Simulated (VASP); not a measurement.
# CdF2 (P1) in VASP: single point with PBE

Aim: the single point of CdF2 with PBE.

Program: VASP 6.6.1. These are calculated values, not measurements. Logs are shortened: lines on timing, memory, paths and dates and some standing lists are left out, and cuts for length are marked.

### 1 The cell of the first run

The typed cell holds 24 atoms: a = 7.620 Å, b = 7.620 Å, c = 7.620 Å, α = 60.00°, β = 60.00°, γ = 60.00°.

### 2 Single point, PBE

INCAR

```
ALGO = Normal ; EDIFF = 1E-6
ENCUT = 520 ; GGA = PE
ISIF = 2 ; ISMEAR = -1
LASPH = True ; LCHARG = True
LELF = True ; LREAL = Auto
LVHAR = True ; LWAVE = False
NBANDS = 122 ; NELM = 100
PREC = Accurate ; SIGMA = 0.02
```

KPOINTS

```
k-points
0
Gamma
  2 2 2
```

POSCAR

```
CdF2
1.0
    0.0000000000      5.3883553621      5.3883553621
    5.3883553621      0.0000000000      5.3883553621
    5.3883553621      5.3883553621      0.0000000000
Cd F
8 16
Direct
    0.0022183021      0.0005927597     -0.0005242787
   -0.0028830689      0.0028977302      0.5017230339
    0.0032119262      0.5005922622     -0.0030983480
    0.0041204595      0.4961704120      0.4986416670
    0.4956272036      0.0008380108      0.0030464769
    0.4999394656      0.0023494182      0.4996584893
    0.4992432420      0.4961452652      0.0019824231
    0.4967130637      0.5020675732      0.4980090064
    0.1236834721      0.1201183769      0.1382383770
    0.3619090370      0.3765404031      0.3852608747
    0.1326717434      0.1098228421      0.6317785801
    0.3819104090      0.3835825333      0.8685269782
    0.1263480142      0.6218088405      0.1292605913
    0.3725873416      0.8775681413      0.3721595673
    0.1298540005      0.6198703084      0.6290621669
    0.3848823733      0.8736476501      0.8708245252
    0.6204230745      0.1303689072      0.1227435749
    0.8716730216      0.3722141294      0.3660361775
    0.6239048418      0.1371481557      0.6147625347
    0.8816125108      0.3792523623      0.8647617291
    0.6246873626      0.6205322915      0.1215379195
    0.8734715296      0.8764748578      0.3786687891
    0.6279120943      0.6224169110      0.6249139624
    0.8731746857      0.8688496184      0.8847869488
```

Potentials or basis: VASP PAW PBE potentials, release 64 (Cd, F).

The run is started by

```console
> cat potpaw_PBE.64/Cd/POTCAR potpaw_PBE.64/F/POTCAR > POTCAR
> mpirun -np 1 vasp_std > vasp.out
```

OUTCAR:

```text
EDIFF = 1E-6
   ENCUT = 520
   GGA = PE
   ISIF = 2
   ISMEAR = -1
   LASPH = True
   LREAL = Auto
   NELM = 100
   PREC = Accurate

 ion  position               nearest neighbor table
   1  0.002  0.001  0.999-  11 2.29  24 2.34  20 2.36  13 2.36  22 2.36   9 2.36  17 2.38  16 2.38
                             5 3.77
   2  0.997  0.003  0.502-   9 2.26  18 2.30  11 2.32  22 2.32  19 2.32  14 2.34  15 2.38  24 2.38
                             4 3.77
   3  0.003  0.501  0.997-  15 2.29  24 2.29  18 2.30  20 2.33  13 2.34  21 2.36  12 2.36   9 2.37
                             5 3.78   8 3.78   7 3.78
   4  0.004  0.496  0.499-  10 2.23  20 2.28  13 2.30  23 2.34  15 2.36  22 2.37  11 2.40  18 2.42
                             6 3.77   8 3.77   2 3.77   7 3.78
   5  0.496  0.001  0.003-  14 2.30  16 2.30   9 2.32  17 2.33  24 2.35  21 2.37  12 2.38  19 2.42
                             1 3.77   3 3.78   7 3.78
   6  0.500  0.002  0.500-  11 2.29  16 2.31  22 2.32  19 2.33  10 2.33  17 2.35  14 2.36  23 2.36
                             4 3.77   7 3.78
   7  0.499  0.496  0.002-  12 2.26  17 2.28  21 2.30  13 2.32  23 2.35  16 2.35  20 2.38  10 2.39
                             6 3.78   4 3.78   3 3.78   5 3.78
   8  0.497  0.502  0.498-  19 2.27  15 2.28  12 2.31  10 2.32  18 2.33  14 2.34  21 2.34  23 2.36
                             4 3.77   3 3.78
   9  0.124  0.120  0.138-   2 2.26   5 2.32   1 2.36   3 2.37
  10  0.362  0.377  0.385-   4 2.23   8 2.32   6 2.33   7 2.39
  11  0.133  0.110  0.632-   6 2.29   1 2.29   2 2.32   4 2.40
  12  0.382  0.384  0.869-   7 2.26   8 2.31   3 2.36   5 2.38
  13  0.126  0.622  0.129-   4 2.30   7 2.32   3 2.34   1 2.36
  14  0.373  0.878  0.372-   5 2.30   8 2.34   2 2.34   6 2.36
[... 8 lines left out ...]
  23  0.628  0.622  0.625-   4 2.34   7 2.35   8 2.36   6 2.36
  24  0.873  0.869  0.885-   3 2.29   1 2.34   5 2.35   2 2.38

  LATTYP: Found a face centered cubic cell.
 ALAT       =    10.7767107242

  Lattice vectors:

 A1 = (   0.0000000000,   5.3883553621,   5.3883553621)
 A2 = (   5.3883553621,   0.0000000000,   5.3883553621)
 A3 = (   5.3883553621,   5.3883553621,   0.0000000000)

Analysis of symmetry for initial positions (statically):
=====================================================================
 Subroutine PRICEL returns:
 Original cell was already a primitive cell.

 Routine SETGRP: Setting up the symmetry group for a
 face centered cubic supercell.

 Subroutine GETGRP returns: Found  1 space group operations
 (whereof  1 operations were pure point group operations)
 out of a pool of 48 trial point group operations.

The static configuration has the point symmetry C_1 .

Analysis of symmetry for dynamics (positions and initial velocities):
=====================================================================
 Subroutine PRICEL returns:
 Original cell was already a primitive cell.

 Routine SETGRP: Setting up the symmetry group for a
 face centered cubic supercell.

 Subroutine GETGRP returns: Found  1 space group operations
 (whereof  1 operations were pure point group operations)
 out of a pool of 48 trial point group operations.

The dynamic configuration has the point symmetry C_1 .

 Subroutine INISYM returns: Found  1 space group operations
 (whereof  1 operations are pure point group operations),
 and found     1 'primitive' translations

----------------------------------------------------------------------------------------

                                     Primitive cell

  volume of cell :     312.8950

  direct lattice vectors                    reciprocal lattice vectors
     0.000000000  5.388355362  5.388355362    -0.092792692  0.092792692  0.092792692
     5.388355362  0.000000000  5.388355362     0.092792692 -0.092792692  0.092792692
     5.388355362  5.388355362  0.000000000     0.092792692  0.092792692 -0.092792692

  length of vectors
     7.620285232  7.620285232  7.620285232     0.160721657  0.160721657  0.160721657

  position of ions in fractional coordinates (direct lattice)
     0.002218302  0.000592760  0.999475721
     0.997116931  0.002897730  0.501723034
     0.003211926  0.500592262  0.996901652
     0.004120460  0.496170412  0.498641667
     0.495627204  0.000838011  0.003046477
     0.499939466  0.002349418  0.499658489
[... 16 lines left out ...]
     0.627912094  0.622416911  0.624913962
     0.873174686  0.868849618  0.884786949

  ion indices of the primitive-cell ions
   primitive index   ion index
                 1           1
                 2           2
                 3           3
                 4           4
                 5           5
                 6           6
[... 16 lines left out ...]
                23          23
                24          24

----------------------------------------------------------------------------------------

 KPOINTS: k-points

Automatic generation of k-mesh.
 Grid dimensions read from file:
 generate k-points for:    2    2    2

 Generating k-lattice:

  Cartesian coordinates                     Fractional coordinates (reciprocal lattice)
    -0.046396346  0.046396346  0.046396346     0.500000000  0.000000000  0.000000000
     0.046396346 -0.046396346  0.046396346     0.000000000  0.500000000  0.000000000
     0.046396346  0.046396346 -0.046396346     0.000000000  0.000000000  0.500000000

  Length of vectors
     0.080360829  0.080360829  0.080360829

  Shift w.r.t. Gamma in fractional coordinates (k-lattice)
     0.000000000  0.000000000  0.000000000

 Subroutine IBZKPT returns following result:
 ===========================================

 Found      8 irreducible k-points:

 Following reciprocal coordinates:
            Coordinates               Weight
  0.000000  0.000000  0.000000      1.000000
  0.500000  0.000000  0.000000      1.000000
  0.000000  0.500000  0.000000      1.000000
  0.000000  0.000000  0.500000      1.000000
  0.500000  0.500000  0.500000      1.000000
  0.500000  0.500000  0.000000      1.000000
  0.000000  0.500000  0.500000      1.000000
  0.500000  0.000000  0.500000      1.000000
   k-points           NKPTS =      8   k-points in BZ     NKDIM =      8   number of bands    NBANDS=    122
   number of dos      NEDOS =    301   number of ions     NIONS =     24
   total plane-waves  NPLWV = 216000
   dimension x,y,z NGX =    60 NGY =   60 NGZ =   60
   dimension x,y,z NGXF=   120 NGYF=  120 NGZF=  120
   ions per type =               8  16
   NGX,Y,Z   is equivalent  to a cutoff of  13.09, 13.09, 13.09 a.u.
   NGXF,Y,Z  is equivalent  to a cutoff of  26.18, 26.18, 26.18 a.u.
 SYSTEM =  unknown system
   PREC   = accura    normal or accurate (medium, high low for compatibility)
   ISTART =      0    job   : 0-new  1-cont  2-samecut
   ICHARG =      2    charge: 1-file 2-atom 10-const
   ISPIN  =      1    spin polarized calculation?
   LNONCOLLINEAR =      F non collinear calculations
   LSORBIT =      F    spin-orbit coupling
   LASPH  =      T    aspherical Exc in radial PAW
   ENCUT  =  520.0 eV  38.22 Ry    6.18 a.u.  14.17 14.17 14.17*2*pi/ulx,y,z
   NELM   =    100;   NELMIN=  2; NELMDL= -5     # of ELM steps
   EDIFF  = 0.1E-05   stopping-criterion for ELM
   LREAL  =      T    real-space projection
   EDIFFG = 0.1E-04   stopping-criterion for IOM
   NSW    =      0    number of steps for IOM
   IBRION =     -1    ionic relax: 0-MD 1-quasi-New 2-CG
   NFREE  =      0    steps in history (QN), initial steepest desc. (CG)
   ISIF   =      2    stress and relaxation
   ISYM   =      2    0-nonsym 1-usesym 2-fastsym
   POTIM  = 0.5000    time-step for ionic-motion
   TEBEG  =    0.0;   TEEND  =   0.0 temperature during run
   PSTRESS=    0.0 pullay stress
   NELECT =     208.0000    total number of electrons
   NUPDOWN=      -1.0000    fix difference up-down
   EMIN   =  10.00;   EMAX   =-10.00  energy-range for DOS
   EFERMI =   0.00;   METHOD = LEGACY
   ISMEAR =    -1;   SIGMA  =   0.02  broadening in eV -4-tet -1-fermi 0-gaus
   EFERMI_NEDOS =   21; number of points for ismear=-14 and -15
   IALGO  =     38    algorithm
   IMIX   =      4    mixing-type and parameters
     AMIX     =   0.40;   BMIX     =  1.00
     AMIX_MAG =   1.60;   BMIX_MAG =  1.00
  volume/ion in A,a.u.               =      13.04        87.98
  Fermi-wavevector in a.u.,A,eV,Ry     =   1.428772  2.699988 27.774804  2.041391
  Thomas-Fermi vector in A             =   2.548798
   LORBIT       =      0    0 simple, 1 ext, 2 COOP (PROOUT), +10 PAW based schemes
   GGA     = PE    functional components
   LHFCALC =     F    Hartree Fock is set to
   AEXX    =    0.0000 exact exchange contribution
   IVDW    =     0    specifies the selected vdW correction
   LEPSILON=     F    determine dielectric tensor
   LRPA    =     F    only Hartree local field effects (RPA)
 non-spin polarized calculation
  energy-cutoff  :      520.00
  volume of cell :      312.90
 maximum number of plane-waves:      8424
 NGX is ok and might be reduce to    60
   NGX = 29   NGY = 29   NGZ = 29

 number of electron     208.0000007 magnetization

 Free energy of the ion-electron system (eV)
  ---------------------------------------------------
  ext. energy  EPLUGINS =         0.00000000
  ---------------------------------------------------
  free energy    TOTEN  =       -86.67518826 eV

  energy without entropy =      -86.67518826  energy(sigma->0) =      -86.67518826

 E-fermi :  -0.7775     XC(G=0): -10.4096

 val. band max:       -1.2779086888   @ k =   0.0000   0.5000   0.5000
 cond. band min:       1.7486896556   @ k =   0.0000   0.0000   0.0000
 fundamental gap:      3.0265983444
 Fermi energy:        -0.7774991047

 k-point     1 :       0.0000    0.0000    0.0000
  band No.  band energies     occupation
      1     -22.1335      2.00000
      2     -21.7236      2.00000
      3     -21.7120      2.00000
      4     -21.6765      2.00000
      5     -21.6159      2.00000
      6     -21.5967      2.00000
[... 108 lines left out ...]
    115       7.8601      0.00000
    116       7.8960      0.00000
[... 831 lines left out ...]
    115       9.0250      0.00000
    116       9.1347      0.00000
 [bands above 116 left out]

------------------------ aborting loop because EDIFF is reached ----------------------------------------

  FORCE on cell =-STRESS in cart. coord.  units (eV):
  Direction    XX          YY          ZZ          XY          YZ          ZX
  --------------------------------------------------------------------------------------
  -------------------------------------------------------------------------------------
  Total       12.6085585     12.7477028     12.6242672      0.1845707      0.0714322     -0.5138499
  in kB       64.5620533     65.2745412     64.6424897      0.9450932      0.3657682     -2.6311655
  external PRESSURE =      64.8263614 kB  Pullay stress =       0.0000000 kB

 VOLUME and BASIS-vectors are now :
 -----------------------------------------------------------------------------
  energy-cutoff  :      520.00
  volume of cell :      312.90
      direct lattice vectors                 reciprocal lattice vectors
     0.000000000  5.388355362  5.388355362    -0.092792692  0.092792692  0.092792692
     5.388355362  0.000000000  5.388355362     0.092792692 -0.092792692  0.092792692
     5.388355362  5.388355362  0.000000000     0.092792692  0.092792692 -0.092792692

 POSITION                                       TOTAL-FORCE (eV/Angst)
 -----------------------------------------------------------------------------------
      5.38872      5.39748      0.01515         0.126846      0.150177     -0.101337
      2.71908      8.07628      5.38843         0.029229      0.261570     -0.310458
      8.06903      5.38897      2.71468        -0.011775      0.059491     -0.142349
      5.36040      2.70906      2.69575         0.239137     -0.370416     -0.290485
      0.02093      2.68703      2.67513        -0.211691     -0.026202      0.200404
      2.70500      5.38619      2.70651        -0.273451      0.147487     -0.034967
[... 16 lines left out ...]
      6.72106      6.75067      6.73722        -0.101726     -0.113059      0.165121
      9.44922      9.47252      9.38665         0.081968     -0.279911      0.142224
 -----------------------------------------------------------------------------------
    total drift:                                0.001850      0.001258      0.000662

  FREE ENERGIE OF THE ION-ELECTRON SYSTEM (eV)
  ---------------------------------------------------
  free  energy   TOTEN  =       -86.6751882570 eV

  energy  without entropy=      -86.6751882570  energy(sigma->0) =      -86.67518826
```

Run time: 12 min. Hardware: 1 thread of Intel Xeon Platinum 8259CL at 2.50GHz (Skylake/Cascade Lake), shared host; peak memory 0.58 GiB.

What came out:

| Quantity | Value |
| --- | --- |
| Free energy | -86.6752 eV |
| Pressure | 6.5 GPa |
| Largest force | 0.708 eV/Å |
| Band gap on the k mesh | 3.03 eV |

Forces on the atoms (eV/Å):
```
Cd   0.127  0.150 -0.101
Cd   0.029  0.262 -0.310
Cd  -0.012  0.059 -0.142
Cd   0.239 -0.370 -0.290
Cd  -0.212 -0.026  0.200
Cd  -0.273  0.147 -0.035
Cd   0.122  0.015  0.365
Cd   0.050  0.024  0.376
F   -0.435 -0.481  0.284
F   -0.403  0.067  0.194
F    0.173 -0.345 -0.037
F   -0.092  0.007 -0.553
F    0.062 -0.146  0.107
F   -0.042  0.228  0.046
F    0.212 -0.293  0.105
F    0.241 -0.060 -0.146
F   -0.058  0.281  0.028
F    0.358  0.313  0.317
F    0.033  0.382 -0.360
F   -0.037  0.268 -0.312
F    0.113  0.003 -0.034
F   -0.176 -0.091 -0.008
F   -0.102 -0.113  0.165
F    0.082 -0.280  0.142
```

Stress tensor (GPa, compression positive):
```
 6.46  0.09 -0.26
 0.09  6.53  0.04
-0.26  0.04  6.46
```

Caveat: the k points lie up to 0.50 Å⁻¹ apart.
